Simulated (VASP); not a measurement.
Input of a VASP 6.6.1 run:

INCAR

```
PREC = Accurate
ENCUT = 520
EDIFF = 1E-6
ISMEAR = 0
SIGMA = 0.1
LREAL = F
LASPH = T
NELM = 60
ALGO = Fast
ISIF = 2
LWAVE = F
LCHARG = F
GGA = PE
NBANDS = 16
```

The input KPOINTS:

```
Automatic mesh
0
Gamma
  10 10 6
```

Contents of POSCAR:

```
Rb
1.0
    2.6907714168     -4.2884426607      0.0000000000
    2.6907714168      4.2884426607      0.0000000000
    0.0000000000      0.0000000000      8.8666858188
Rb
2
Direct
    0.8115879972      0.1884120028      0.7500000000
    0.1884120028      0.8115879972      0.2500000000
```

Potentials or basis: VASP PAW PBE potentials, release 64 (Rb_sv).

Launch:

```bash
$ cat potpaw_PBE.64/Rb_sv/POTCAR > POTCAR
$ mpirun -np 1 vasp_std > vasp.out
```

Task: Estimate the band gap on the k mesh.

Result: Zero (bands 9 and 10 overlap by 2.11 eV).

Task: What does it give for the pressure?

Result: -0.2 GPa.

Stress tensor (GPa, compression positive):
```
-0.23  0.00  0.00
 0.00 -0.15  0.00
 0.00  0.00 -0.37
```

Caveat: the cell differs from its parent crystal (strained).
